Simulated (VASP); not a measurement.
## Hf: single point with r2SCAN

Hf:

```
CELL_PARAMETERS angstrom
-1.80500 1.80500 1.80500
1.80500 -1.80500 1.80500
1.80500 1.80500 -1.80500
ATOMIC_POSITIONS crystal
Hf 0.00000 0.00000 0.00000
```

This isn't the form of Hf at room conditions, which is hcp.

```json
{
 "Program": "VASP 6.6.1",
 "Task": "single point",
 "Functional": "r2SCAN",
 "Potentials or basis": "VASP PAW PBE potentials, release 64 (Hf_pv)",
 "Cutoff": "520 eV",
 "k mesh": "16 × 16 × 16",
 "Occupations": "gaussian, width 0.1 eV",
 "Spin": "no spin polarisation",
 "Dipole correction": "no",
 "Further INCAR settings": "ALGO = Normal; EDIFF = 1e-06; NBANDS = 11"
}
```

- Pressure: -5.9 GPa
- Band gap on the k mesh: zero (bands 5 and 6 overlap by 2.42 eV)

Levels at points of the mesh, in eV from the Fermi level:
```tsv
k point	band 1	band 2	band 3	band 4	band 5	band 6	band 7	band 8	band 9	band 10
(0.00, 0.00, 0.00)	-31.19	-31.19	-31.19	-7.22	1.72	1.72	1.72	4.40	4.40	11.93
(0.50, 0.00, 0.00)	-31.90	-31.42	-31.19	-3.32	-0.30	0.68	4.25	5.19	7.49	10.09
(0.50, 0.50, 0.50)	-31.68	-31.68	-31.68	-2.48	-2.48	6.72	6.72	6.72	7.09	7.09
```

Run time: 2.6 min on 1 thread of Intel Xeon 8259CL (shared host), peak memory 0.17 GiB.

Caveat: the cell stands under tension; the PAW data sets were made with another functional, which shifts forces and pressure a little; spin-orbit coupling is left out, which moves the levels of the heavy elements.
